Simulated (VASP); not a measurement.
# Na in VASP: a series of runs, part 2 of 3

VASP 6.6.1. The steps go on from the part before.

## (4) Single point, PBEsol (strain +0.050 along x and y, +0.050 along z)

Contents of INCAR:

```
ALGO     = Normal         # electronic algorithm
EDIFF    = 1E-6           # SCF threshold, eV
ENCUT    = 520            # plane-wave cutoff, eV
GGA      = PS             # functional
ISIF     = 2              # what is computed and relaxed
ISMEAR   = 0              # smearing method
LASPH    = True           # aspherical terms in the spheres
LCHARG   = False          # write CHGCAR
LREAL    = False          # projectors in reciprocal space
LWAVE    = False          # write WAVECAR
NBANDS   = 10             # bands
NELM     = 100            # most SCF steps
PREC     = Accurate       # precision mode
SIGMA    = 0.15           # smearing width, eV
```

Contents of KPOINTS:

```
k-points
0
Gamma
  16 16 16
```

Contents of POSCAR:

```
Na
1.0
   -2.2233750000      2.2233750000      2.2233750000
    2.2233750000     -2.2233750000      2.2233750000
    2.2233750000      2.2233750000     -2.2233750000
Na
1
Direct
    0.0000000000      0.0000000000      0.0000000000
```

Potentials or basis: VASP PAW PBE potentials, release 64 (Na_pv).

On the command line:

```console
$ cat potpaw_PBE.64/Na_pv/POTCAR > POTCAR
$ mpirun -np 1 vasp_std > vasp.out
```

OUTCAR:

```text
EDIFF = 1E-6
   ENCUT = 520
   GGA = PS
   ISIF = 2
   ISMEAR = 0
   LASPH = True
   LREAL = False
   NELM = 100
   PREC = Accurate

 ion  position               nearest neighbor table
   1  0.000  0.000  0.000-

  LATTYP: Found a body centered cubic cell.
 ALAT       =     4.4467500000

  Lattice vectors:

 A1 = (  -2.2233750000,   2.2233750000,   2.2233750000)
 A2 = (   2.2233750000,  -2.2233750000,   2.2233750000)
 A3 = (   2.2233750000,   2.2233750000,  -2.2233750000)

Analysis of symmetry for initial positions (statically):
=====================================================================
 Subroutine PRICEL returns:
 Original cell was already a primitive cell.

 Routine SETGRP: Setting up the symmetry group for a
 body centered cubic supercell.

 Subroutine GETGRP returns: Found 48 space group operations
 (whereof 48 operations were pure point group operations)
 out of a pool of 48 trial point group operations.

The static configuration has the point symmetry O_h .

[... 162 lines left out ...]
 cond. band min:      -0.0882287101   @ k =  -0.4375   0.4375   0.0625
 fundamental gap:      0.0558906869
 Fermi energy:        -0.1341612337

 k-point     1 :       0.0000    0.0000    0.0000
  band No.  band energies     occupation
      1     -25.0732      2.00000
      2     -25.0732      2.00000
      3     -25.0732      2.00000
      4      -3.0687      2.00000
      5      10.5346      0.00000
      6      10.5346      0.00000
      7      10.5346      0.00000
      8      11.4453      0.00000
      9      11.4453      0.00000
     10      11.8517      0.00000
[... 287 lines left out ...]
 k-point    24 :       0.2500    0.1875    0.0000
  band No.  band energies     occupation
      1     -25.0882      2.00000
      2     -25.0795      2.00000
      3     -25.0747      2.00000
      4      -0.8470      2.00000
      5       3.7286      0.00000
      6       4.7813      0.00000
      7       7.5216      0.00000
      8      10.0995      0.00000
      9      11.1673      0.00000
     10      12.9440      0.00000

 [... further k-points ...]

------------------------ aborting loop because EDIFF is reached ----------------------------------------

  FORCE on cell =-STRESS in cart. coord.  units (eV):
  Direction    XX          YY          ZZ          XY          YZ          ZX
  --------------------------------------------------------------------------------------
  -------------------------------------------------------------------------------------
  Total       -0.2920280     -0.2920280     -0.2920280      0.0000000      0.0000000     -0.0000000
  in kB      -10.6423363    -10.6423363    -10.6423363      0.0000000      0.0000000     -0.0000000
  external PRESSURE =     -10.6423363 kB  Pullay stress =       0.0000000 kB

 VOLUME and BASIS-vectors are now :
 -----------------------------------------------------------------------------
  energy-cutoff  :      520.00
  volume of cell :       43.96
      direct lattice vectors                 reciprocal lattice vectors
    -2.223375000  2.223375000  2.223375000     0.000000000  0.224883342  0.224883342
     2.223375000 -2.223375000  2.223375000     0.224883342  0.000000000  0.224883342
     2.223375000  2.223375000 -2.223375000     0.224883342  0.224883342  0.000000000

 POSITION                                       TOTAL-FORCE (eV/Angst)
 -----------------------------------------------------------------------------------
      0.00000      0.00000      0.00000         0.000000      0.000000      0.000000
 -----------------------------------------------------------------------------------
    total drift:                               -0.000000     -0.000000      0.000000

  FREE ENERGIE OF THE ION-ELECTRON SYSTEM (eV)
  ---------------------------------------------------
  free  energy   TOTEN  =        -1.3730175121 eV

  energy  without entropy=       -1.3673965946  energy(sigma->0) =       -1.37020705
```

stdout:

```text
POSCAR found type information on POSCAR Na
 POSCAR found :  1 types and       1 ions
 scaLAPACK will be used
 -----------------------------------------------------------------------------
|                                                                             |
|                                                                             |
|     You enforced a specific xc type in the INCAR file but a different       |
|     I HOPE YOU KNOW WHAT YOU ARE DOING!                                     |
|                                                                             |
 -----------------------------------------------------------------------------

 LDA part: xc-table for (Slater+PW92), standard interpolation
 POSCAR, INCAR and KPOINTS ok, starting setup
 FFT: planning ... GRIDC
 FFT: planning ... GRID_SOFT
 FFT: planning ... GRID
 WAVECAR not read
 entering main loop
```

It took 61 s on 1 thread of Intel Xeon 8259CL, shared host; peak memory 0.19 GiB.

Results:

| Quantity | Value |
| --- | --- |
| Free energy | -1.3730 eV |
| Pressure | -1.1 GPa |
| Band gap on the k mesh | zero (an odd number of electrons rules out a gap without spin polarisation) |

Caveat: the cell differs from its parent crystal (strain +0.050 along x and y, +0.050 along z); the PAW data sets were made with another functional, which shifts forces and pressure a little.

## (5) Single point, PBEsol (strain -0.050 along x and y, -0.025 along z)

Contents of INCAR:

```
SYSTEM = Na
PREC     = Accurate       ! precision mode
ENCUT    = 520            ! plane-wave cutoff, eV
EDIFF    = 1E-6           ! SCF threshold, eV
ISMEAR   = 0              ! smearing method
SIGMA    = 0.15           ! smearing width, eV
LREAL    = .FALSE.        ! projectors in reciprocal space
LASPH    = .TRUE.         ! aspherical terms in the spheres
NELM     = 60             ! most SCF steps
ALGO     = Normal         ! electronic algorithm
ISIF     = 2              ! what is computed and relaxed
LWAVE    = .FALSE.        ! write WAVECAR
LCHARG   = .FALSE.        ! write CHGCAR
GGA      = PS             ! functional
NBANDS   = 10             ! bands
```

Contents of KPOINTS:

```
Automatic mesh
0
G
  16 16 16
  0 0 0
```

Contents of POSCAR:

```
Na
1.0
   -2.0116250000      2.0116250000      2.0645625000
    2.0116250000     -2.0116250000      2.0645625000
    2.0116250000      2.0116250000     -2.0645625000
Na
1
Direct
    0.0000000000      0.0000000000      0.0000000000
```

Potentials or basis: VASP PAW PBE potentials, release 64 (Na_pv).

On the command line:

```console
$ cat potpaw_PBE.64/Na_pv/POTCAR > POTCAR
$ mpirun -np 1 vasp_std > vasp.out
```

OUTCAR:

```text
SYSTEM = Na
   PREC = Accurate
   ENCUT = 520
   EDIFF = 1E-6
   ISMEAR = 0
   LREAL = .FALSE.
   LASPH = .TRUE.
   NELM = 60
   ISIF = 2
   GGA = PS

 ion  position               nearest neighbor table
   1  0.000  0.000  0.000-

  LATTYP: Found a body centered tetragonal cell.
 ALAT       =     4.0232500000
 C/A-ratio  =     1.0263157895

  Lattice vectors:

 A1 = (  -2.0116250000,   2.0116250000,   2.0645625000)
 A2 = (   2.0116250000,  -2.0116250000,   2.0645625000)
 A3 = (   2.0116250000,   2.0116250000,  -2.0645625000)

Analysis of symmetry for initial positions (statically):
=====================================================================
 Subroutine PRICEL returns:
 Original cell was already a primitive cell.

 Routine SETGRP: Setting up the symmetry group for a
 body centered tetragonal supercell.

 Subroutine GETGRP returns: Found 16 space group operations
 (whereof 16 operations were pure point group operations)
 out of a pool of 16 trial point group operations.

The static configuration has the point symmetry D_4h.

Analysis of symmetry for dynamics (positions and initial velocities):
[... 167 lines left out ...]
      1     -24.0933      2.00000
      2     -24.0933      2.00000
      3     -24.0932      2.00000
      4      -2.8880      2.00000
      5      12.9040      0.00000
      6      12.9041      0.00000
      7      13.3222      0.00000
      8      13.9062      0.00000
      9      14.3169      0.00000
     10      14.5224      0.00000
[... 287 lines left out ...]
 k-point    24 :      -0.0625    0.0625    0.0000
  band No.  band energies     occupation
      1     -24.0953      2.00000
      2     -24.0938      2.00000
      3     -24.0934      2.00000
      4      -2.8126      2.00000
      5      12.2749      0.00000
      6      12.3713      0.00000
      7      12.6373      0.00000
      8      13.2971      0.00000
      9      13.7720      0.00000
     10      15.2379      0.00000

 [... further k-points ...]

------------------------ aborting loop because EDIFF is reached ----------------------------------------

  FORCE on cell =-STRESS in cart. coord.  units (eV):
  Direction    XX          YY          ZZ          XY          YZ          ZX
  --------------------------------------------------------------------------------------
  -------------------------------------------------------------------------------------
  Total        0.1526607      0.1526607      0.1440904      0.0000000      0.0000000      0.0000000
  in kB        7.3190692      7.3190692      6.9081781      0.0000000      0.0000000      0.0000000
  external PRESSURE =       7.1821055 kB  Pullay stress =       0.0000000 kB

 VOLUME and BASIS-vectors are now :
 -----------------------------------------------------------------------------
  energy-cutoff  :      520.00
  volume of cell :       33.42
      direct lattice vectors                 reciprocal lattice vectors
    -2.011625000  2.011625000  2.064562500     0.000000000  0.248555272  0.242182060
     2.011625000 -2.011625000  2.064562500     0.248555272  0.000000000  0.242182060
     2.011625000  2.011625000 -2.064562500     0.248555272  0.248555272  0.000000000

 POSITION                                       TOTAL-FORCE (eV/Angst)
 -----------------------------------------------------------------------------------
      0.00000      0.00000      0.00000         0.000000     -0.000000      0.000000
 -----------------------------------------------------------------------------------
    total drift:                               -0.000000     -0.000000     -0.000000

  FREE ENERGIE OF THE ION-ELECTRON SYSTEM (eV)
  ---------------------------------------------------
  free  energy   TOTEN  =        -1.3959207561 eV

  energy  without entropy=       -1.3910921641  energy(sigma->0) =       -1.39350646
```

stdout:

```text
POSCAR found type information on POSCAR Na
 POSCAR found :  1 types and       1 ions
 scaLAPACK will be used
 -----------------------------------------------------------------------------
|                                                                             |
|                                                                             |
|     You enforced a specific xc type in the INCAR file but a different       |
|     I HOPE YOU KNOW WHAT YOU ARE DOING!                                     |
|                                                                             |
 -----------------------------------------------------------------------------

 LDA part: xc-table for (Slater+PW92), standard interpolation
 POSCAR, INCAR and KPOINTS ok, starting setup
 FFT: planning ... GRIDC
 FFT: planning ... GRID_SOFT
 FFT: planning ... GRID
 WAVECAR not read
 entering main loop
```

It took 73 s on 1 thread of Intel Xeon 8259CL, shared host; peak memory 0.22 GiB.

Results:

| Item | Value |
| --- | --- |
| Free energy | -1.3959 eV |
| Pressure | 0.7 GPa |
| Band gap on the k mesh | zero (an odd number of electrons rules out a gap without spin polarisation) |

Caveat: the cell differs from its parent crystal (strain -0.050 along x and y, -0.025 along z); the PAW data sets were made with another functional, which shifts forces and pressure a little.

[end of part 2 of 3]

The gap in the log of VASP goes by the Fermi energy; the results here count the filled bands.